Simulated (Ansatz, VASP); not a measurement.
# One calculation of Cu, two programs

INCAR

```
SYSTEM = Cu
PREC = Accurate ; ENCUT = 520
EDIFF = 1E-6 ; ISMEAR = 0
SIGMA = 0.15 ; LREAL = .FALSE.
LASPH = .TRUE. ; NELM = 100
ALGO = Fast ; ISIF = 2
LWAVE = .FALSE. ; LCHARG = .FALSE.
GGA = PS ; NBANDS = 12
```

KPOINTS

```
regular mesh
0
G
  22 22 22
  0 0 0
```

Contents of POSCAR:

```
Cu
1.0
    0.0000000000      1.8255750000      1.8075000000
    1.8255750000      0.0000000000      1.8075000000
    1.8255750000      1.8255750000      0.0000000000
Cu
1
Direct
    0.0000000000      0.0000000000      0.0000000000
```

Input for Ansatz:

```yaml
crystal:
  lattice:
    - [0.0, 1.825575, 1.8075]
    - [1.825575, 0.0, 1.8075]
    - [1.825575, 1.825575, 0.0]
  atoms:
    - { symbol: Cu, position: [0.0, 0.0, 0.0] }
basis:
  ecutwfc: 420
kpoints:
  mp_grid: { grid: [22, 22, 22] }
hamiltonian:
  xc: pbesol
scf:
  occupations: { method: gaussian, width: 0.15 }
output:
  forces: true
  stress: true
  eigenvalues: true
```

Change from the starting cell: strain +0.0100 x Voigt [1, 1, 0, 0, 0, 0], atoms carried along.

Alike in both runs: task single point; functional PBEsol; k mesh 22 × 22 × 22; occupations gaussian, width 0.15 eV; no spin polarisation.

|  | VASP | Ansatz |
| --- | --- | --- |
| version | VASP 6.6.1 | Ansatz 0.2.0 |
| potentials or method | VASP PAW PBE potentials, release 64 (Cu), cutoff 520 eV | scalar-relativistic, plane waves, PAW |
| valence electrons in the cell | 11 | 19 |

Ansatz gave:

```
gap on the k mesh at the Fermi level (eV)                     : none
pressure (GPa)                                                : -9.0
traceless stress, the component that is largest in VASP (GPa) : 0.35
```

Which values does VASP return?

gap on the k mesh at the Fermi level (eV): none; pressure (GPa): -8.3; traceless stress, the component that is largest in VASP (GPa): 0.34.

VASP's potentials were made for PBE, not for PBEsol. A gap of «none» marks a metal or a gap that the smearing closes. With one functional, cell and mesh, what is left measures potentials, basis and numerics. VASP's potentials hold 11 valence electrons a cell and Ansatz's 19, so a difference there can come from the potentials and not from the codes.
